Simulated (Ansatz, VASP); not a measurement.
# TaWC2: VASP beside Ansatz

```
W Ta C
1.0
     1.57186    0.90751    4.89755
    -1.57186    0.90751    4.89755
     0.00000   -1.81502    4.89755
W Ta C
1 1 2
Direct
  0.00000 0.00000 0.00000
  0.50000 0.50000 0.50000
  0.25093 0.25093 0.25093
  0.74907 0.74907 0.74907
```

Alike in both runs: functional PBE; k mesh 8 × 8 × 8; occupations fermi-dirac, width 0.05 eV; no spin polarisation.

|  | VASP | Ansatz |
| --- | --- | --- |
| version | VASP 6.6.1 | Ansatz 0.2.0 |
| potentials or method | VASP PAW PBE potentials, release 64 (W_sv, Ta_pv, C) | Ansatz PAW |
| plane-wave cutoff (eV) | 520 | 420 |
| valence electrons in the cell | 33 | 35 |
| task | single point | band structure |

VASP gave:

| Property | Result |
| --- | --- |
| gap on the k mesh at the Fermi level (eV) | none |
| pressure (GPa) | 13.3 |
| traceless stress, the component that is largest in VASP (GPa) | 10.77 |
| rms of the force components (eV/Å) | 0.039 |

Question: Estimate Ansatz's values.

Answer: gap on the k mesh at the Fermi level (eV): none; pressure (GPa): 12.4; traceless stress, the component that is largest in VASP (GPa): 10.74; rms of the force components (eV/Å): 0.035.

Atom by atom the forces differ by 0.004 eV/Å (rms over components). A gap of «none» marks a metal or a gap that the smearing closes. With one functional, cell and mesh, what is left measures potentials, basis and numerics. VASP's potentials hold 33 valence electrons a cell and Ansatz's 35, so a difference there can come from the potentials and not from the codes.

Neither program's run includes spin-orbit coupling.
